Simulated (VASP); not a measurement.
The system is LiF.

```
Li F
1.0
     0.00000    2.05472    2.05472
     2.05472    0.00000    2.05472
     2.05472    2.05472    0.00000
Li F
1 1
Direct
  0.00000 0.00000 0.00000
  0.50000 0.50000 0.50000
```

This cell differs from its parent crystal: strain +3.0%.

Base run:

| Quantity | Value |
| --- | --- |
| Program | VASP 6.6.1 |
| Functional | r2SCAN |
| Potentials or basis | VASP PAW PBE potentials, release 64 (Li_sv, F) |
| Cutoff | 520 eV |
| k mesh | 10 × 10 × 10 |
| Occupations | gaussian, width 0.01 eV |
| Spin | no spin polarisation |

Its results: band gap on the k mesh 9.71 eV, direct.

Q: The run is repeated on the same cell with these changes: functional from r2SCAN to PBE; occupations from gaussian, width 0.01 eV to fermi-dirac, width 0.02 eV. What comes out?

A: Band gap on the k mesh 8.57 eV, direct.

A k mesh can miss the band edges.
